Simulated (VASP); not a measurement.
# P (Cmce) in VASP: single point with PBE+D3(BJ)

Aim: the single point of P with PBE+D3(BJ).

Program: VASP 6.6.1. These are calculated values, not measurements. Logs are shortened: lines on timing, memory, paths and dates and some standing lists are left out, and cuts for length are marked.

## (1) The cell of the first run

It takes space group Cmce (No. 64, orthorhombic). The conventional cell has a = 3.316 Å, b = 10.484 Å, c = 4.379 Å, α = 90.00°, β = 90.00°, γ = 90.00°. Within 2.9 Å of P (site symmetry m) lie 3 P at 2.22 to 2.24 Å.

## (2) Single point, PBE+D3(BJ)

File INCAR:

```
SYSTEM = P
PREC = Accurate
ENCUT = 520
EDIFF = 1E-6
ISMEAR = 0
SIGMA = 0.1
LREAL = .FALSE.
LASPH = .TRUE.
NELM = 100
ALGO = Normal
ISIF = 2
LWAVE = .FALSE.
LCHARG = .FALSE.
GGA = PE
IVDW = 12
NBANDS = 18
```

File KPOINTS:

```
Automatic mesh
0
G
  6 6 4
  0 0 0
```

File POSCAR:

```
P
1.0
    1.6582000000     -5.2420000000      0.0000000000
    1.6582000000      5.2420000000      0.0000000000
    0.0000000000      0.0000000000      4.3793000000
P
4
Direct
    0.8983800000      0.1016200000      0.0806800000
    0.6016200000      0.3983800000      0.5806800000
    0.1016200000      0.8983800000      0.9193200000
    0.3983800000      0.6016200000      0.4193200000
```

Potentials or basis: VASP PAW PBE potentials, release 64 (P).

The run is started by

```
> cat potpaw_PBE.64/P/POTCAR > POTCAR
> mpirun -np 1 vasp_std > vasp.out
```

OUTCAR:

```text
SYSTEM = P
   PREC = Accurate
   ENCUT = 520
   EDIFF = 1E-6
   ISMEAR = 0
   LREAL = .FALSE.
   LASPH = .TRUE.
   NELM = 100
   ISIF = 2
   GGA = PE
   IVDW = 12
 IVDW          = 12

 ion  position               nearest neighbor table
   1  0.898  0.102  0.081-   4 2.22   4 2.22   3 2.24
   2  0.602  0.398  0.581-   3 2.22   3 2.22   4 2.24
   3  0.102  0.898  0.919-   2 2.22   2 2.22   1 2.24
   4  0.398  0.602  0.419-   1 2.22   1 2.22   2 2.24

  LATTYP: Found a base centered orthorhombic cell.
 ALAT       =     3.3164000000
 B/A-ratio  =     3.1612591967
 C/A-ratio  =     1.3204981305

  Lattice vectors:

 A1 = (   1.6582000000,  -5.2420000000,   0.0000000000)
 A2 = (   1.6582000000,   5.2420000000,   0.0000000000)
 A3 = (   0.0000000000,   0.0000000000,   4.3793000000)

Analysis of symmetry for initial positions (statically):
=====================================================================
 Subroutine PRICEL returns:
 Original cell was already a primitive cell.

 Routine SETGRP: Setting up the symmetry group for a
 base centered orthorhombic supercell.

 Subroutine GETGRP returns: Found  8 space group operations
 (whereof  4 operations were pure point group operations)
 out of a pool of  8 trial point group operations.

The static configuration has the point symmetry C_2h.
 The point group associated with its full space group is D_2h.

Analysis of symmetry for dynamics (positions and initial velocities):
=====================================================================
 Subroutine PRICEL returns:
 Original cell was already a primitive cell.

 Routine SETGRP: Setting up the symmetry group for a
 base centered orthorhombic supercell.

 Subroutine GETGRP returns: Found  8 space group operations
 (whereof  4 operations were pure point group operations)
 out of a pool of  8 trial point group operations.

The dynamic configuration has the point symmetry C_2h.
 The point group associated with its full space group is D_2h.

 Subroutine INISYM returns: Found  8 space group operations
 (whereof  4 operations are pure point group operations),
 and found     1 'primitive' translations

----------------------------------------------------------------------------------------

                                     Primitive cell

  volume of cell :      76.1322

  direct lattice vectors                    reciprocal lattice vectors
     1.658200000 -5.242000000  0.000000000     0.301531781 -0.095383441  0.000000000
     1.658200000  5.242000000  0.000000000     0.301531781  0.095383441  0.000000000
     0.000000000  0.000000000  4.379300000     0.000000000  0.000000000  0.228346996

  length of vectors
     5.498017028  5.498017028  4.379300000     0.316258464  0.316258464  0.228346996

  position of ions in fractional coordinates (direct lattice)
     0.898380000  0.101620000  0.080680000
     0.601620000  0.398380000  0.580680000
     0.101620000  0.898380000  0.919320000
     0.398380000  0.601620000  0.419320000

  ion indices of the primitive-cell ions
   primitive index   ion index
                 1           1
                 2           2
                 3           3
                 4           4

----------------------------------------------------------------------------------------

 KPOINTS: Automatic mesh

Automatic generation of k-mesh.
 Grid dimensions read from file:
 generate k-points for:    6    6    4

 Generating k-lattice:

  Cartesian coordinates                     Fractional coordinates (reciprocal lattice)
     0.050255297 -0.015897240  0.000000000     0.166666667  0.000000000  0.000000000
     0.050255297  0.015897240  0.000000000     0.000000000  0.166666667  0.000000000
     0.000000000  0.000000000  0.057086749     0.000000000  0.000000000  0.250000000

  Length of vectors
     0.052709744  0.052709744  0.057086749

  Shift w.r.t. Gamma in fractional coordinates (k-lattice)
     0.000000000  0.000000000  0.000000000

 Subroutine IBZKPT returns following result:
 ===========================================

 Found     39 irreducible k-points:

 Following reciprocal coordinates:
            Coordinates               Weight
  0.000000  0.000000  0.000000      1.000000
  0.166667  0.000000  0.000000      4.000000
  0.333333 -0.000000  0.000000      4.000000
  0.500000  0.000000  0.000000      2.000000
  0.166667  0.166667  0.000000      2.000000
  0.333333  0.166667  0.000000      4.000000
[... 16 lines left out ...]
  0.333333  0.333333  0.250000      4.000000
  0.500000  0.333333  0.250000      8.000000
 [... further k-points ...]
   k-points           NKPTS =     39   k-points in BZ     NKDIM =     39   number of bands    NBANDS=     18
   number of dos      NEDOS =    301   number of ions     NIONS =      4
   total plane-waves  NPLWV =  63504
   dimension x,y,z NGX =    42 NGY =   42 NGZ =   36
   dimension x,y,z NGXF=    84 NGYF=   84 NGZF=   72
   ions per type =               4
   NGX,Y,Z   is equivalent  to a cutoff of  12.70, 12.70, 13.67 a.u.
   NGXF,Y,Z  is equivalent  to a cutoff of  25.40, 25.40, 27.33 a.u.
 SYSTEM =  P
   PREC   = accura    normal or accurate (medium, high low for compatibility)
   ISTART =      0    job   : 0-new  1-cont  2-samecut
   ICHARG =      2    charge: 1-file 2-atom 10-const
   ISPIN  =      1    spin polarized calculation?
   LNONCOLLINEAR =      F non collinear calculations
   LSORBIT =      F    spin-orbit coupling
   LASPH  =      T    aspherical Exc in radial PAW
   ENCUT  =  520.0 eV  38.22 Ry    6.18 a.u.  10.22 10.22  8.14*2*pi/ulx,y,z
   NELM   =    100;   NELMIN=  2; NELMDL= -5     # of ELM steps
   EDIFF  = 0.1E-05   stopping-criterion for ELM
   LREAL  =      F    real-space projection
   EDIFFG = 0.1E-04   stopping-criterion for IOM
   NSW    =      0    number of steps for IOM
   IBRION =     -1    ionic relax: 0-MD 1-quasi-New 2-CG
   NFREE  =      0    steps in history (QN), initial steepest desc. (CG)
   ISIF   =      2    stress and relaxation
   ISYM   =      2    0-nonsym 1-usesym 2-fastsym
   POTIM  = 0.5000    time-step for ionic-motion
   TEBEG  =    0.0;   TEEND  =   0.0 temperature during run
   PSTRESS=    0.0 pullay stress
   NELECT =      20.0000    total number of electrons
   NUPDOWN=      -1.0000    fix difference up-down
   EMIN   =  10.00;   EMAX   =-10.00  energy-range for DOS
   EFERMI =   0.00;   METHOD = LEGACY
   ISMEAR =     0;   SIGMA  =   0.10  broadening in eV -4-tet -1-fermi 0-gaus
   EFERMI_NEDOS =   21; number of points for ismear=-14 and -15
   IALGO  =     38    algorithm
   IMIX   =      4    mixing-type and parameters
     AMIX     =   0.40;   BMIX     =  1.00
     AMIX_MAG =   1.60;   BMIX_MAG =  1.00
  volume/ion in A,a.u.               =      19.03       128.44
  Fermi-wavevector in a.u.,A,eV,Ry     =   1.048484  1.981348 14.957149  1.099319
  Thomas-Fermi vector in A             =   2.183408
   LORBIT       =      0    0 simple, 1 ext, 2 COOP (PROOUT), +10 PAW based schemes
   GGA     = PE    functional components
   LHFCALC =     F    Hartree Fock is set to
   AEXX    =    0.0000 exact exchange contribution
   IVDW    =    12    specifies the selected vdW correction
   LEPSILON=     F    determine dielectric tensor
   LRPA    =     F    only Hartree local field effects (RPA)
 non-spin polarized calculation
 Gauss-broadening in eV      SIGMA  =   0.10
  energy-cutoff  :      520.00
  volume of cell :       76.13
 maximum number of plane-waves:      2064
 NGX is ok and might be reduce to    42
   NGX = 21   NGY = 21   NGZ = 17

 number of electron      19.9999999 magnetization

 Free energy of the ion-electron system (eV)
  ---------------------------------------------------
  ext. energy  EPLUGINS =         0.00000000
  ---------------------------------------------------
  free energy    TOTEN  =       -21.45658895 eV

  energy without entropy =      -21.45559031  energy(sigma->0) =      -21.45608963

 E-fermi :   6.6036     XC(G=0):  -9.8468

 val. band max:        6.5714936498   @ k =   0.5000   0.5000   0.0000
 cond. band min:       6.7009198556   @ k =   0.5000   0.1667   0.0000
 fundamental gap:      0.1294262058
 Fermi energy:         6.6035967370

 k-point     1 :       0.0000    0.0000    0.0000
  band No.  band energies     occupation
      1      -9.2373      2.00000
      2      -6.1979      2.00000
      3      -2.9610      2.00000
      4      -0.3694      2.00000
      5       1.6553      2.00000
      6       1.9248      2.00000
[... 10 lines left out ...]
     17      13.8019      0.00000
     18      14.0007      0.00000

 k-point     2 :       0.1667    0.0000    0.0000
  band No.  band energies     occupation
      1      -8.8945      2.00000
      2      -5.8964      2.00000
      3      -3.2090      2.00000
      4      -0.0448      2.00000
      5       0.8986      2.00000
      6       1.3654      2.00000
[... 10 lines left out ...]
     17      11.7185      0.00000
     18      13.6227      0.00000

 k-point     3 :       0.3333   -0.0000    0.0000
  band No.  band energies     occupation
      1      -7.8882      2.00000
      2      -4.9887      2.00000
      3      -4.4579      2.00000
      4      -1.4020      2.00000
      5       0.7809      2.00000
      6       0.8113      2.00000
[... 10 lines left out ...]
     17      13.4122      0.00000
     18      13.5155      0.00000

 k-point     4 :       0.5000    0.0000    0.0000
  band No.  band energies     occupation
      1      -6.3093      2.00000
      2      -6.3093      2.00000
      3      -3.4748      2.00000
      4      -3.4748      2.00000
      5       1.2866      2.00000
      6       1.2866      2.00000
[... 375 lines left out ...]
      4      -0.8584      2.00000
      5       1.2302      2.00000
      6       2.7772      2.00000
[... 10 lines left out ...]
     17      13.3597      0.00000
     18      13.7694      0.00000

 k-point    23 :       0.3333    0.3333    0.2500
  band No.  band energies     occupation
      1      -7.4109      2.00000
      2      -5.7695      2.00000
      3      -4.0752      2.00000
      4      -1.6725      2.00000
      5      -0.2108      2.00000
      6       0.8633      2.00000
[... 10 lines left out ...]
     17      12.7466      0.00000
     18      12.9735      0.00000

 k-point    24 :       0.5000    0.3333    0.2500
  band No.  band energies     occupation
      1      -8.3634      2.00000
      2      -6.6209      2.00000
      3      -3.3782      2.00000
      4      -1.1311      2.00000
      5       0.7201      2.00000
      6       2.0736      2.00000
[... 10 lines left out ...]
     17      11.8895      0.00000
     18      13.1312      0.00000

 [... further k-points ...]

------------------------ aborting loop because EDIFF is reached ----------------------------------------

 Edisp (eV)   -1.46854

 E8    (eV) :    -0.5562

  FORCE on cell =-STRESS in cart. coord.  units (eV):
  Direction    XX          YY          ZZ          XY          YZ          ZX
  --------------------------------------------------------------------------------------
  -------------------------------------------------------------------------------------
  Total      -0.65104    -0.46570    -0.82810     0.00000     0.00000     0.00000
  in kB     -13.70095    -9.80041   -17.42701     0.00000     0.00000     0.00000
  external pressure =      -13.64 kB  Pullay stress =        0.00 kB

 VOLUME and BASIS-vectors are now :
 -----------------------------------------------------------------------------
  energy-cutoff  :      520.00
  volume of cell :       76.13
      direct lattice vectors                 reciprocal lattice vectors
     1.658200000 -5.242000000  0.000000000     0.301531781 -0.095383441  0.000000000
     1.658200000  5.242000000  0.000000000     0.301531781  0.095383441  0.000000000
     0.000000000  0.000000000  4.379300000     0.000000000  0.000000000  0.228346996

 POSITION                                       TOTAL-FORCE (eV/Angst)
 -----------------------------------------------------------------------------------
      1.65820     -4.17662      0.35332         0.000000      0.062789     -0.037089
      1.65820     -1.06538      2.54297         0.000000     -0.062789     -0.037089
      1.65820      4.17662      4.02598         0.000000     -0.062789      0.037089
      1.65820      1.06538      1.83633         0.000000      0.062789      0.037089
 -----------------------------------------------------------------------------------
    total drift:                               -0.000000     -0.000000     -0.000000

  FREE ENERGIE OF THE ION-ELECTRON SYSTEM (eV)
  ---------------------------------------------------
  free  energy   TOTEN  =       -22.9251244816 eV

  energy  without entropy=      -22.9241258437  energy(sigma->0) =      -22.92462516
```

Run time: 84 s. Hardware: 1 thread of Intel Xeon Platinum 8259CL at 2.50GHz (Skylake/Cascade Lake), shared host; peak memory 0.24 GiB.

What came out:

- Free energy: -22.9251 eV
- Pressure: -1.4 GPa
- Largest force: 0.073 eV/Å
- Band gap on the k mesh: 0.13 eV, indirect (least direct gap 0.29 eV)
- Dispersion energy per atom: -0.367 eV

Forces on the atoms (eV/Å):
```
P    0.000  0.063 -0.037
P    0.000 -0.063 -0.037
P    0.000 -0.063  0.037
P    0.000  0.063  0.037
```

Levels at points of the mesh, in eV from the valence-band top:
```tsv
k point	band 6	band 7	band 8	band 9	band 10	band 11	band 12	band 13	band 14	band 15
(0.00, 0.00, 0.00)	-4.65	-4.01	-2.81	-2.53	-1.34	0.78	1.15	1.92	3.04	5.35
(0.50, 0.00, 0.00)	-5.28	-3.31	-3.31	-2.65	-2.65	0.82	0.82	1.23	1.23	3.36
(0.50, 0.50, 0.00)	-5.45	-4.19	-2.22	-1.58	0.00	0.29	0.72	2.28	2.85	5.69
(0.00, 0.00, 0.50)	-4.74	-3.14	-3.14	-1.29	-1.29	1.46	1.46	2.60	2.60	4.94
(0.50, 0.00, 0.50)	-5.62	-5.54	-5.54	-1.92	-1.92	1.71	1.71	3.94	3.94	5.53
(0.50, 0.50, 0.50)	-3.19	-2.57	-2.57	-1.61	-1.61	1.43	1.43	2.61	2.61	3.00
```

A k mesh can miss the band edges.
